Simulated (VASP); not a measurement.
# Si (a cell with a defect) in VASP: relaxation of the atoms with PBE

Aim: the relaxation of the atoms of Si (a cell with a defect) with PBE.

Everything below comes from runs of VASP 6.6.1. Logs are shortened: lines on timing, memory, paths and dates and some standing lists are left out, and cuts for length are marked.

**1. The cell of the first run**

The cell holds a defect, 17 atoms: a = 7.679 Å, b = 7.679 Å, c = 7.679 Å, α = 60.00°, β = 60.00°, γ = 60.00°.

**2. Relaxation of the atoms, PBE**

INCAR

```
SYSTEM = Si
  PREC = Accurate
  ENCUT = 520
  EDIFF = 1E-6
  ISMEAR = 0
  SIGMA = 0.02
  LREAL = Auto
  LASPH = .True.
  NELM = 100
  ALGO = Normal
  ISIF = 2
  LWAVE = .False.
  LCHARG = .False.
  GGA = PE
  IBRION = 2
  NSW = 80
  EDIFFG = -0.03
```

KPOINTS

```
regular mesh
0
Gamma
  2 2 2
  0 0 0
```

POSCAR

```
Si
1.0
    0.0000000000      5.4300000000      5.4300000000
    5.4300000000      0.0000000000      5.4300000000
    5.4300000000      5.4300000000      0.0000000000
Si
17
Direct
    0.0000000000      0.0000000000      0.0000000000
    0.1250000000      0.1250000000      0.1250000000
    0.0000000000      0.0000000000      0.5000000000
    0.1250000000      0.1250000000      0.6250000000
    0.0000000000      0.5000000000      0.0000000000
    0.1250000000      0.6250000000      0.1250000000
    0.0000000000      0.5000000000      0.5000000000
    0.1250000000      0.6250000000      0.6250000000
    0.5000000000      0.0000000000      0.0000000000
    0.6250000000      0.1250000000      0.1250000000
    0.5000000000      0.0000000000      0.5000000000
    0.6250000000      0.1250000000      0.6250000000
    0.5000000000      0.5000000000      0.0000000000
    0.6250000000      0.6250000000      0.1250000000
    0.5000000000      0.5000000000      0.5000000000
    0.6250000000      0.6250000000      0.6250000000
    0.0752931000      0.2992627000      0.8242914000
```

Potentials or basis: VASP PAW PBE potentials, release 64 (Si).

The run is started by

```bash
$ cat potpaw_PBE.64/Si/POTCAR > POTCAR
$ mpirun -np 1 vasp_std > vasp.out
```

OUTCAR:

```text
SYSTEM = Si
   PREC = Accurate
   ENCUT = 520
   EDIFF = 1E-6
   ISMEAR = 0
   LREAL = Auto
   LASPH = .True.
   NELM = 100
   ISIF = 2
   GGA = PE
   IBRION = 2
   NSW = 80
   EDIFFG = -0.03

 ion  position               nearest neighbor table
   1  0.000  0.000  0.000-  17 2.21   4 2.35   6 2.35  10 2.35   2 2.35
   2  0.125  0.125  0.125-  17 2.13   3 2.35   5 2.35   9 2.35   1 2.35
   3  0.000  0.000  0.500-   2 2.35   4 2.35   8 2.35  12 2.35
   4  0.125  0.125  0.625-  17 2.29   3 2.35   7 2.35  11 2.35   1 2.35
   5  0.000  0.500  0.000-  17 2.22   6 2.35   8 2.35  14 2.35   2 2.35
   6  0.125  0.625  0.125-   1 2.35   5 2.35   7 2.35  13 2.35
   7  0.000  0.500  0.500-   4 2.35   6 2.35   8 2.35  16 2.35  17 2.37
   8  0.125  0.625  0.625-  17 2.30   5 2.35   7 2.35  15 2.35   3 2.35
   9  0.500  0.000  0.000-   2 2.35  10 2.35  12 2.35  14 2.35
  10  0.625  0.125  0.125-   1 2.35   9 2.35  11 2.35  13 2.35
  11  0.500  0.000  0.500-   4 2.35  10 2.35  12 2.35  16 2.35
  12  0.625  0.125  0.625-   3 2.35   9 2.35  11 2.35  15 2.35
  13  0.500  0.500  0.000-   6 2.35  10 2.35  14 2.35  16 2.35
  14  0.625  0.625  0.125-   5 2.35   9 2.35  13 2.35  15 2.35
  15  0.500  0.500  0.500-   8 2.35  12 2.35  14 2.35  16 2.35
  16  0.625  0.625  0.625-   7 2.35  11 2.35  13 2.35  15 2.35
  17  0.075  0.299  0.824-   2 2.13   1 2.21   5 2.22   4 2.29   8 2.30   7 2.37

  LATTYP: Found a face centered cubic cell.
 ALAT       =    10.8600000000

  Lattice vectors:

 A1 = (   0.0000000000,   5.4300000000,   5.4300000000)
 A2 = (   5.4300000000,   0.0000000000,   5.4300000000)
 A3 = (   5.4300000000,   5.4300000000,   0.0000000000)

Analysis of symmetry for initial positions (statically):
=====================================================================
 Subroutine PRICEL returns:
 Original cell was already a primitive cell.

 Routine SETGRP: Setting up the symmetry group for a
 face centered cubic supercell.

 Subroutine GETGRP returns: Found  1 space group operations
 (whereof  1 operations were pure point group operations)
 out of a pool of 48 trial point group operations.

The static configuration has the point symmetry C_1 .

Analysis of symmetry for dynamics (positions and initial velocities):
=====================================================================
 Subroutine PRICEL returns:
 Original cell was already a primitive cell.

 Routine SETGRP: Setting up the symmetry group for a
 face centered cubic supercell.

 Subroutine GETGRP returns: Found  1 space group operations
 (whereof  1 operations were pure point group operations)
 out of a pool of 48 trial point group operations.

The dynamic configuration has the point symmetry C_1 .
[... 117 lines left out ...]
   NFREE  =      1    steps in history (QN), initial steepest desc. (CG)
   ISIF   =      2    stress and relaxation
   ISYM   =      2    0-nonsym 1-usesym 2-fastsym
   POTIM  = 0.5000    time-step for ionic-motion
   TEBEG  =    0.0;   TEEND  =   0.0 temperature during run
   PSTRESS=    0.0 pullay stress
   NELECT =      68.0000    total number of electrons
   NUPDOWN=      -1.0000    fix difference up-down
   EMIN   =  10.00;   EMAX   =-10.00  energy-range for DOS
   EFERMI =   0.00;   METHOD = LEGACY
   ISMEAR =     0;   SIGMA  =   0.02  broadening in eV -4-tet -1-fermi 0-gaus
   EFERMI_NEDOS =   21; number of points for ismear=-14 and -15
   IALGO  =     38    algorithm
   IMIX   =      4    mixing-type and parameters
     AMIX     =   0.40;   BMIX     =  1.00
     AMIX_MAG =   1.60;   BMIX_MAG =  1.00
  volume/ion in A,a.u.               =      18.84       127.11
  Fermi-wavevector in a.u.,A,eV,Ry     =   0.976715  1.845724 12.979587  0.953973
  Thomas-Fermi vector in A             =   2.107356
   LORBIT       =      0    0 simple, 1 ext, 2 COOP (PROOUT), +10 PAW based schemes
   GGA     = PE    functional components
   LHFCALC =     F    Hartree Fock is set to
   AEXX    =    0.0000 exact exchange contribution
   IVDW    =     0    specifies the selected vdW correction
   LEPSILON=     F    determine dielectric tensor
   LRPA    =     F    only Hartree local field effects (RPA)
 conjugate gradient relaxation of ions
 non-spin polarized calculation
 Gauss-broadening in eV      SIGMA  =   0.02
  energy-cutoff  :      520.00
  volume of cell :      320.21
 maximum number of plane-waves:      8646
 NGX is ok and might be reduce to    60
   NGX = 29   NGY = 29   NGZ = 29

--------------------------------------- Ionic step        1  -------------------------------------------

 number of electron      68.0000004 magnetization

 Free energy of the ion-electron system (eV)
  ---------------------------------------------------
  ext. energy  EPLUGINS =         0.00000000
  ---------------------------------------------------
  free energy    TOTEN  =       -86.60257563 eV

  energy without entropy =      -86.60090936  energy(sigma->0) =      -86.60174250

------------------------ aborting loop because EDIFF is reached ----------------------------------------

  FORCE on cell =-STRESS in cart. coord.  units (eV):
  Direction    XX          YY          ZZ          XY          YZ          ZX
  --------------------------------------------------------------------------------------
  -------------------------------------------------------------------------------------
  Total       15.5933272     15.1789001     15.6709052      4.2469557     -4.2338213      4.4660290
  in kB       78.0225050     75.9488848     78.4106728     21.2499949    -21.1842757     22.3461464
  external PRESSURE =      77.4606876 kB  Pullay stress =       0.0000000 kB
[... 134 lines left out ...]
  FREE ENERGIE OF THE ION-ELECTRON SYSTEM (eV)
  ---------------------------------------------------
  free  energy   TOTEN  =       -87.3591564178 eV

  energy  without entropy=      -87.3565775518  energy(sigma->0) =      -87.35786698

[... ionic steps 4 to 15 ...]

--------------------------------------- Ionic step       16  -------------------------------------------

 number of electron      68.0000000 magnetization

------------------------ aborting loop because EDIFF is reached ----------------------------------------
[... 97 lines left out ...]
--------------------------------------- Ionic step       18  -------------------------------------------

 number of electron      68.0000000 magnetization

 Free energy of the ion-electron system (eV)
  ---------------------------------------------------
  ext. energy  EPLUGINS =         0.00000000
  ---------------------------------------------------
  free energy    TOTEN  =       -87.67829809 eV

  energy without entropy =      -87.67679285  energy(sigma->0) =      -87.67754547

 E-fermi :   6.7338     XC(G=0):  -9.6897

 val. band max:        6.7178520927   @ k =   0.0000   0.0000   0.0000
 cond. band min:       6.7496965464   @ k =   0.5000   0.0000   0.0000
 fundamental gap:      0.0318444536
 Fermi energy:         6.7337511071

 k-point     1 :       0.0000    0.0000    0.0000
  band No.  band energies     occupation
      1      -6.2214      2.00000
      2      -3.9086      2.00000
      3      -3.6381      2.00000
      4      -3.6167      2.00000
      5      -3.4101      2.00000
      6      -2.5507      2.00000
[... 401 lines left out ...]
  FREE ENERGIE OF THE ION-ELECTRON SYSTEM (eV)
  ---------------------------------------------------
  free  energy   TOTEN  =       -87.6782980881 eV

  energy  without entropy=      -87.6767928458  energy(sigma->0) =      -87.67754547

 reached required accuracy - stopping structural energy minimisation
```

OSZICAR:

```text
N       E                     dE             d eps       ncg     rms          rms(c)
DAV:   1     0.191268994560E+03    0.19127E+03   -0.26836E+04   688   0.132E+03
DAV:   2    -0.709334650197E+02   -0.26220E+03   -0.25279E+03   827   0.190E+02
DAV:   3    -0.882614663597E+02   -0.17328E+02   -0.17003E+02   880   0.430E+01
[... 145 lines left out ...]
DAV:   1    -0.876783035883E+02   -0.67156E-03   -0.16340E-02   720   0.486E-01    0.711E-02
DAV:   2    -0.876783068662E+02   -0.32779E-05   -0.10459E-03   824   0.133E-01    0.232E-02
DAV:   3    -0.876782994017E+02    0.74645E-05   -0.74147E-05   791   0.340E-02    0.154E-02
DAV:   4    -0.876782981259E+02    0.12758E-05   -0.13682E-05   829   0.131E-02    0.716E-03
DAV:   5    -0.876782980881E+02    0.37836E-07   -0.21805E-06   532   0.555E-03
  18 F= -.87678298E+02 E0= -.87677545E+02  d E =-.666409E-03
```

CONTCAR:

```text
Si
   1.00000000000000
     0.0000000000000000    5.4299999999999997    5.4299999999999997
     5.4299999999999997    0.0000000000000000    5.4299999999999997
     5.4299999999999997    5.4299999999999997    0.0000000000000000
  Si
    17
Direct
     0.0068185278016524    0.9787912908128457    0.0096377239602658
     0.1217515573574559    0.1117186408732044    0.1547078412066683
     0.9473547950043564    0.0162726656201720    0.5199643106535793
     0.1209697842280775    0.1152994063650506    0.6133609377183383
     0.0067596287724690    0.5046322728956905    0.0097552978922858
     0.1693994083328170    0.6103422825097695    0.1098187209803444
[... 9 lines left out ...]
     0.6342907277273255    0.6242982608377511    0.6170076948959703
     0.0768707933155287    0.3071684367514999    0.8087354836026936

  0.00000000E+00  0.00000000E+00  0.00000000E+00
  0.00000000E+00  0.00000000E+00  0.00000000E+00
  0.00000000E+00  0.00000000E+00  0.00000000E+00
  0.00000000E+00  0.00000000E+00  0.00000000E+00
  0.00000000E+00  0.00000000E+00  0.00000000E+00
  0.00000000E+00  0.00000000E+00  0.00000000E+00
[... 9 lines left out ...]
  0.00000000E+00  0.00000000E+00  0.00000000E+00
  0.00000000E+00  0.00000000E+00  0.00000000E+00
```

It took 40 min on 1 thread of Intel Xeon Platinum 8259CL at 2.50GHz (Skylake/Cascade Lake), shared host; peak memory 0.53 GiB.

What came out:

```yaml
Free_energy: -87.6783 eV
Energy_gained_by_relaxing: 63.3 meV/atom
Ionic_steps: 18
Pressure_after_relaxing: 4.9 GPa
Largest_force_after_relaxing: 0.029 eV/Å
Band_gap_on_the_k_mesh: zero (bands 34 and 35 overlap by 0.03 eV)
```

Forces on the atoms (eV/Å):
```
Si  -0.007 -0.011 -0.013
Si  -0.006  0.006  0.007
Si   0.001 -0.001 -0.001
Si   0.014 -0.010 -0.003
Si   0.011 -0.012  0.007
Si  -0.010  0.010  0.010
Si   0.005  0.018 -0.004
Si   0.004 -0.010 -0.016
Si   0.010  0.011 -0.010
Si  -0.003  0.010 -0.011
Si   0.003 -0.003  0.003
Si   0.000 -0.023  0.001
Si  -0.016  0.001  0.018
Si   0.010  0.010  0.003
Si  -0.003 -0.002 -0.004
Si   0.006 -0.005 -0.007
Si  -0.019  0.011  0.019
```

Stress tensor (GPa, compression positive):
```
 4.87  0.50  0.39
 0.50  4.94 -0.49
 0.39 -0.49  4.87
```

The path:
```csv
step,energy change (eV),largest force (eV/Å),pressure (GPa)
1,0.0000,3.4795,7.75
2,-0.7320,1.2764,6.33
3,-0.7566,0.8568,6.37
4,-0.8737,0.4679,6.12
5,-0.8741,0.4711,6.11
6,-0.9093,0.3510,6.03
7,-0.9210,0.2520,5.97
8,-0.9493,0.2037,5.91
9,-0.9967,0.4149,5.68
10,-1.0202,0.3155,5.59
11,-1.0525,0.2516,5.32
12,-1.0621,0.1854,5.21
13,-1.0656,0.2408,5.08
14,-1.0711,0.1342,4.99
15,-1.0726,0.1403,4.94
16,-1.0750,0.0466,4.91
17,-1.0751,0.0482,4.91
18,-1.0757,0.0292,4.90
```

Final structure:
```xyz
17
Lattice="0.0000 5.4300 5.4300 5.4300 0.0000 5.4300 5.4300 5.4300 0.0000" Properties=species:S:1:pos:R:3 pbc="T T T"
Si    5.3672    0.0894    5.3519
Si    1.4467    1.5012    1.2677
Si    2.9118    7.9675    5.2325
Si    3.9566    3.9874    1.2829
Si    2.7931    0.0897    2.7769
Si    3.9105    1.5162    4.2340
Si    5.3525    2.6237    2.7914
Si    6.8613    3.9875    4.1877
Si    5.4792    2.7463    8.0953
Si    1.3044    4.1303    4.0697
Si    8.1171    5.3835    8.0901
Si    4.2726    6.5908    3.8717
Si    7.9889    8.3143    5.5854
Si    4.0750    4.1301    6.8399
Si    5.4844    5.3835    5.4573
Si    6.7403    6.7945    6.8341
Si    6.0594    4.8088    2.0853
```

Caveat: the k points lie up to 0.50 Å⁻¹ apart.

The gap in the log of VASP goes by the Fermi energy; the results here count the filled bands.